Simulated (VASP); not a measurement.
# Co (Fm-3m) in VASP: single point with PBE

Aim: the single point of Co with PBE.

All numbers are computed with VASP 6.6.1; they aren't measurements. Logs are shortened: lines on timing, memory, paths and dates and some standing lists are left out, and cuts for length are marked.

### 1 The cell of the first run

Symmetry: Fm-3m, No. 225, cubic system. Conventional cell: a = 3.559 Å, b = 3.559 Å, c = 3.559 Å, α = 90.00°, β = 90.00°, γ = 90.00°. Within 3.3 Å of Co (site symmetry m-3m) lie 12 Co at 2.52 Å.

This isn't the form of Co at room conditions, which is hcp.

### 2 Single point, PBE

Contents of INCAR:

```
SYSTEM = Co
  PREC = Accurate
  ENCUT = 520
  EDIFF = 1E-6
  ISMEAR = -1
  SIGMA = 0.05
  LREAL = .FALSE.
  LASPH = .TRUE.
  NELM = 60
  ALGO = Normal
  ISIF = 2
  LWAVE = .FALSE.
  LCHARG = .TRUE.
  GGA = PE
  LELF = .TRUE.
  LVHAR = .TRUE.
  NBANDS = 16
  ISYM = 0
```

Contents of KPOINTS:

```
regular mesh
0
G
  14 8 11
  0 0 0
```

Contents of POSCAR:

```
Co
1.0
    0.0000000000     -1.7795000000     -1.7795000000
   -3.5590000000     -1.7795000000     -1.7795000000
    0.0000000000      1.7795000000     -1.7795000000
Co
2
Direct
    0.0000000000      0.0000000000      0.0000000000
    0.0000000000      0.5000000000      0.5000000000
```

Potentials or basis: VASP PAW PBE potentials, release 64 (Co).

Started as:

```bash
> cat potpaw_PBE.64/Co/POTCAR > POTCAR
> mpirun -np 1 vasp_std > vasp.out
```

OUTCAR:

```text
SYSTEM = Co
   PREC = Accurate
   ENCUT = 520
   EDIFF = 1E-6
   ISMEAR = -1
   LREAL = .FALSE.
   LASPH = .TRUE.
   NELM = 60
   ISIF = 2
   GGA = PE
   ISYM = 0

 ion  position               nearest neighbor table
   1  0.000  0.000  0.000-   2 2.52   2 2.52   2 2.52   2 2.52   2 2.52   2 2.52   2 2.52   2 2.52

   2  0.000  0.500  0.500-   1 2.52   1 2.52   1 2.52   1 2.52   1 2.52   1 2.52   1 2.52   1 2.52

IMPORTANT INFORMATION: All symmetrisations will be switched off!
NOSYMM: (Re-)initialisation of all symmetry stuff for point group C_1.

----------------------------------------------------------------------------------------

                                     Primitive cell

  volume of cell :      22.5400

  direct lattice vectors                    reciprocal lattice vectors
     0.000000000 -1.779500000 -1.779500000     0.280977803 -0.280977803 -0.280977803
    -3.559000000 -1.779500000 -1.779500000    -0.280977803  0.000000000  0.000000000
     0.000000000  1.779500000 -1.779500000     0.000000000  0.280977803 -0.280977803

  length of vectors
     2.516593034  4.358866997  2.516593034     0.486667830  0.280977803  0.397362619

  position of ions in fractional coordinates (direct lattice)
     0.000000000  0.000000000  0.000000000
     0.000000000  0.500000000  0.500000000

  ion indices of the primitive-cell ions
   primitive index   ion index
                 1           1
                 2           2

----------------------------------------------------------------------------------------

 KPOINTS: regular mesh

Automatic generation of k-mesh.
 Grid dimensions read from file:
 generate k-points for:   14    8   11

 Generating k-lattice:

  Cartesian coordinates                     Fractional coordinates (reciprocal lattice)
     0.020069843 -0.020069843 -0.020069843     0.071428571  0.000000000  0.000000000
    -0.035122225  0.000000000  0.000000000     0.000000000  0.125000000  0.000000000
     0.000000000  0.025543437 -0.025543437     0.000000000  0.000000000  0.090909091

  Length of vectors
     0.034761988  0.035122225  0.036123874

  Shift w.r.t. Gamma in fractional coordinates (k-lattice)
     0.000000000  0.000000000  0.000000000

 -----------------------------------------------------------------------------
|                                                                             |
|           W    W    AA    RRRRR   N    N  II  N    N   GGGG   !!!           |
|           W    W   A  A   R    R  NN   N  II  NN   N  G    G  !!!           |
|           W    W  A    A  R    R  N N  N  II  N N  N  G       !!!           |
|           W WW W  AAAAAA  RRRRR   N  N N  II  N  N N  G  GGG   !            |
|           WW  WW  A    A  R   R   N   NN  II  N   NN  G    G                |
|           W    W  A    A  R    R  N    N  II  N    N   GGGG   !!!           |
|                                                                             |
|     Your reciprocal lattice and k-lattice belong to different lattice       |
|     classes:                                                                |
|                                                                             |
|        The reciprocal lattice is simple tetragonal,                         |
|        whereas your k-lattice is simple monoclinic.                         |
|                                                                             |
|     Results are often still useful ...                                      |
|                                                                             |
 -----------------------------------------------------------------------------

 WARNING: IBZKPT: internal override: KBLOWUP is changed to .FALSE.
      ... skipping the blow-up phase ...

 Subroutine IBZKPT returns following result:
 ===========================================

 Found    618 irreducible k-points:

 Following reciprocal coordinates:
            Coordinates               Weight
  0.000000  0.000000  0.000000      1.000000
  0.071429  0.000000  0.000000      2.000000
  0.142857  0.000000  0.000000      2.000000
  0.214286  0.000000  0.000000      2.000000
  0.285714  0.000000  0.000000      2.000000
  0.357143  0.000000  0.000000      2.000000
[... 16 lines left out ...]
  0.000000  0.250000  0.000000      2.000000
  0.071429  0.250000  0.000000      2.000000
 [... further k-points ...]
   k-points           NKPTS =    618   k-points in BZ     NKDIM =    618   number of bands    NBANDS=     16
   number of dos      NEDOS =    301   number of ions     NIONS =      2
   total plane-waves  NPLWV =  12800
   dimension x,y,z NGX =    20 NGY =   32 NGZ =   20
   dimension x,y,z NGXF=    40 NGYF=   64 NGZF=   40
   ions per type =               2
   NGX,Y,Z   is equivalent  to a cutoff of  13.21, 12.20, 13.21 a.u.
   NGXF,Y,Z  is equivalent  to a cutoff of  26.42, 24.41, 26.42 a.u.
 SYSTEM =  Co
   PREC   = accura    normal or accurate (medium, high low for compatibility)
   ISTART =      0    job   : 0-new  1-cont  2-samecut
   ICHARG =      2    charge: 1-file 2-atom 10-const
   ISPIN  =      1    spin polarized calculation?
   LNONCOLLINEAR =      F non collinear calculations
   LSORBIT =      F    spin-orbit coupling
   LASPH  =      T    aspherical Exc in radial PAW
   ENCUT  =  520.0 eV  38.22 Ry    6.18 a.u.   4.68  8.10  4.68*2*pi/ulx,y,z
   NELM   =     60;   NELMIN=  2; NELMDL= -5     # of ELM steps
   EDIFF  = 0.1E-05   stopping-criterion for ELM
   LREAL  =      F    real-space projection
   EDIFFG = 0.1E-04   stopping-criterion for IOM
   NSW    =      0    number of steps for IOM
   IBRION =     -1    ionic relax: 0-MD 1-quasi-New 2-CG
   NFREE  =      0    steps in history (QN), initial steepest desc. (CG)
   ISIF   =      2    stress and relaxation
   ISYM   =      0    0-nonsym 1-usesym 2-fastsym
   POTIM  = 0.5000    time-step for ionic-motion
   TEBEG  =    0.0;   TEEND  =   0.0 temperature during run
   PSTRESS=    0.0 pullay stress
   NELECT =      18.0000    total number of electrons
   NUPDOWN=      -1.0000    fix difference up-down
   EMIN   =  10.00;   EMAX   =-10.00  energy-range for DOS
   EFERMI =   0.00;   METHOD = LEGACY
   ISMEAR =    -1;   SIGMA  =   0.05  broadening in eV -4-tet -1-fermi 0-gaus
   EFERMI_NEDOS =   21; number of points for ismear=-14 and -15
   IALGO  =     38    algorithm
   IMIX   =      4    mixing-type and parameters
     AMIX     =   0.40;   BMIX     =  1.00
     AMIX_MAG =   1.60;   BMIX_MAG =  1.00
  volume/ion in A,a.u.               =      11.27        76.05
  Fermi-wavevector in a.u.,A,eV,Ry     =   1.518848  2.870207 31.387274  2.306900
  Thomas-Fermi vector in A             =   2.627914
   LORBIT       =      0    0 simple, 1 ext, 2 COOP (PROOUT), +10 PAW based schemes
   GGA     = PE    functional components
   LHFCALC =     F    Hartree Fock is set to
   AEXX    =    0.0000 exact exchange contribution
   IVDW    =     0    specifies the selected vdW correction
   LEPSILON=     F    determine dielectric tensor
   LRPA    =     F    only Hartree local field effects (RPA)
 non-spin polarized calculation
  energy-cutoff  :      520.00
  volume of cell :       22.54
 maximum number of plane-waves:       625
   NGX =  9   NGY = 17   NGZ =  9

 number of electron      17.9999997 magnetization

 Free energy of the ion-electron system (eV)
  ---------------------------------------------------
  ext. energy  EPLUGINS =         0.00000000
  ---------------------------------------------------
  free energy    TOTEN  =       -13.56915336 eV

  energy without entropy =      -13.52610654  energy(sigma->0) =      -13.54762995

 E-fermi :   9.5363     XC(G=0): -13.1993

 val. band max:        9.5361784764   @ k =   0.2857   0.0000   0.0909
 cond. band min:       9.5373109178   @ k =  -0.0714   0.3750   0.0000
 fundamental gap:      0.0011324414
 Fermi energy:         9.5363471660

 k-point     1 :       0.0000    0.0000    0.0000
  band No.  band energies     occupation
      1       1.0261      2.00000
      2       5.2923      2.00000
      3       5.8948      2.00000
      4       7.8529      2.00000
      5       7.8531      2.00000
      6       7.8544      2.00000
[... 8 lines left out ...]
     15      24.3921      0.00000
     16      29.3718      0.00000

 k-point     2 :       0.0714    0.0000    0.0000
  band No.  band energies     occupation
      1       1.2232      2.00000
      2       5.3719      2.00000
      3       5.9639      2.00000
      4       7.7945      2.00000
      5       7.9009      2.00000
      6       7.9015      2.00000
[... 8 lines left out ...]
     15      24.7034      0.00000
     16      30.0151      0.00000

 k-point     3 :       0.1429    0.0000    0.0000
  band No.  band energies     occupation
      1       1.7990      2.00000
      2       5.5954      2.00000
      3       6.1564      2.00000
      4       7.6446      2.00000
      5       8.0107      2.00000
      6       8.0113      2.00000
[... 8 lines left out ...]
     15      25.5928      0.00000
     16      29.3378      0.00000

 k-point     4 :       0.2143    0.0000    0.0000
  band No.  band energies     occupation
      1       2.6948      2.00000
      2       5.8744      2.00000
      3       6.4412      2.00000
      4       7.4874      2.00000
      5       8.0507      2.00000
      6       8.0795      2.00000
[... 8 lines left out ...]
     15      25.9232      0.00000
     16      26.9563      0.00000
[... 324 lines left out ...]
 k-point    22 :      -0.0714    0.1250    0.0000
  band No.  band energies     occupation
      1       1.6464      2.00000
      2       5.3768      2.00000
      3       6.1025      2.00000
      4       7.6430      2.00000
      5       8.0118      2.00000
      6       8.0171      2.00000
[... 8 lines left out ...]
     15      25.3663      0.00000
     16      30.1620      0.00000

 k-point    23 :       0.0000    0.2500    0.0000
  band No.  band energies     occupation
      1       1.8171      2.00000
      2       5.2510      2.00000
      3       6.1579      2.00000
      4       7.5408      2.00000
      5       8.0973      2.00000
      6       8.0974      2.00000
[... 8 lines left out ...]
     15      25.6363      0.00000
     16      29.5682      0.00000

 k-point    24 :       0.0714    0.2500    0.0000
  band No.  band energies     occupation
      1       1.5627      2.00000
      2       5.3816      2.00000
      3       6.0753      2.00000
      4       7.6739      2.00000
      5       7.9890      2.00000
      6       7.9942      2.00000
[... 8 lines left out ...]
     15      25.2362      0.00000
     16      30.1319      0.00000

 [... further k-points ...]

------------------------ aborting loop because EDIFF is reached ----------------------------------------

  FORCE on cell =-STRESS in cart. coord.  units (eV):
  Direction    XX          YY          ZZ          XY          YZ          ZX
  --------------------------------------------------------------------------------------
  -------------------------------------------------------------------------------------
  Total       -2.6551084     -2.6015694     -2.6015693      0.0009392     -0.0095240      0.0009396
  in kB     -188.7291034   -184.9234649   -184.9234642      0.0667578     -0.6769804      0.0667900
  external PRESSURE =    -186.1920108 kB  Pullay stress =       0.0000000 kB

 VOLUME and BASIS-vectors are now :
 -----------------------------------------------------------------------------
  energy-cutoff  :      520.00
  volume of cell :       22.54
      direct lattice vectors                 reciprocal lattice vectors
     0.000000000 -1.779500000 -1.779500000     0.280977803 -0.280977803 -0.280977803
    -3.559000000 -1.779500000 -1.779500000    -0.280977803  0.000000000  0.000000000
     0.000000000  1.779500000 -1.779500000     0.000000000  0.280977803 -0.280977803

 POSITION                                       TOTAL-FORCE (eV/Angst)
 -----------------------------------------------------------------------------------
      0.00000      0.00000      0.00000        -0.000001      0.000000      0.000000
     -1.77950      0.00000     -1.77950         0.000001     -0.000000     -0.000000
 -----------------------------------------------------------------------------------
    total drift:                                0.000000      0.000000      0.000000

  FREE ENERGIE OF THE ION-ELECTRON SYSTEM (eV)
  ---------------------------------------------------
  free  energy   TOTEN  =       -13.5691533608 eV

  energy  without entropy=      -13.5261065370  energy(sigma->0) =      -13.54762995
```

It took 3.5 min on 1 thread of Intel Xeon Platinum 8259CL at 2.50GHz (Skylake/Cascade Lake), shared host; peak memory 0.29 GiB.

What came out:

```yaml
Free_energy: -13.5692 eV
Pressure: -18.6 GPa
Band_gap_on_the_k_mesh: zero (bands 9 and 10 overlap by 1.24 eV)
```

Levels at points of the mesh, in eV from the Fermi level:
```csv
k point,band 6,band 7,band 8,band 9,band 10,band 11,band 12,band 13
"(0.00, 0.00, 0.00)",-1.68,-0.50,-0.50,0.28,0.49,0.49,2.72,9.86
"(0.50, 0.00, 0.00)",-1.73,-0.01,-0.01,0.29,0.29,0.29,0.29,6.50
"(0.00, 0.50, 0.00)",-1.20,-0.77,-0.77,-0.77,-0.77,-0.12,-0.12,19.32
"(0.50, 0.50, 0.00)",-2.16,-0.99,-0.99,-0.53,-0.53,1.80,1.80,11.91
```

Caveat: the cell stands under tension; the run has no spin polarisation, though such a crystal can be magnetic. Spin polarisation is off, so any magnetic state and its effect on volume and gap are missing.
